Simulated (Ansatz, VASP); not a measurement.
**Two plane-wave programs on NiO**

File INCAR:

```
PREC = Accurate ; ENCUT = 520
EDIFF = 1E-8 ; ISMEAR = -1
SIGMA = 0.03 ; LREAL = F
LASPH = T ; NELM = 150
ALGO = Normal ; ISIF = 2
LWAVE = F ; LCHARG = F
ISPIN = 2 ; MAGMOM = 1.5 0
LORBIT = 11 ; LMAXMIX = 4
GGA = PE ; LEFG = T
NBANDS = 19
```

KPOINTS

```
Automatic mesh
0
Gamma
  16 16 16
```

POSCAR

```
NiO
1.0
    0.0000000000      2.0871816896      2.0871816896
    2.0871816896      0.0000000000      2.0871816896
    2.0871816896      2.0871816896      0.0000000000
Ni O
1 1
Direct
    0.0000000000      0.0000000000      0.0000000000
    0.5000000000      0.5000000000      0.5000000000
```

Input for Ansatz:

```yaml
crystal:
  lattice:
    - [0.0, 2.0871816896, 2.0871816896]
    - [2.0871816896, 0.0, 2.0871816896]
    - [2.0871816896, 2.0871816896, 0.0]
  atoms:
    - { symbol: Ni, position: [0.0, 0.0, 0.0], spin: 1.5 }
    - { symbol: O, position: [0.5, 0.5, 0.5] }
magnetization:
  spin_polarized: true
kpoints:
  mp_grid: { grid: [16, 16, 16] }
scf:
  occupations: { method: fermi_dirac, width: 0.03 }
hamiltonian:
  xc: pbe
  pseudopotentials: { kind: paw }
output:
  forces: true
  stress: true
  eigenvalues: true
  efg: { contact_densities: true }
```

Change from the starting cell: volume scaled by 0.97, PAW files.

Alike in both runs: task electric field gradients; functional PBE; k mesh 16 × 16 × 16; occupations fermi-dirac, width 0.03 eV; collinear spin.

|  | VASP | Ansatz |
| --- | --- | --- |
| version | VASP 6.6.1 | Ansatz 0.2.0 |
| potentials or method | VASP PAW PBE potentials, release 64 (Ni, O) | PAW with Ansatz's default frozen-core files, scalar-relativistic |
| plane-wave cutoff (eV) | 520 | 420 |
| valence electrons in the cell | 16 | 24 |

Ansatz gave:

* pressure (GPa): 5.4
* net moment per atom (μB): 0.87
* size of the moment on the site where the two differ most (μB): 0.28

Problem. What did VASP give for the same quantities?

Solution. Pressure (GPa): 4.9; net moment per atom (μB): 0.85; size of the moment on the site where the two differ most (μB): 0.26.

Site moments also hang on the region over which each program counts them. The functional is the same, so the differences come from potentials, cutoffs and numerics. VASP's potentials hold 16 valence electrons a cell and Ansatz's 24, so a difference there can come from the potentials and not from the codes.
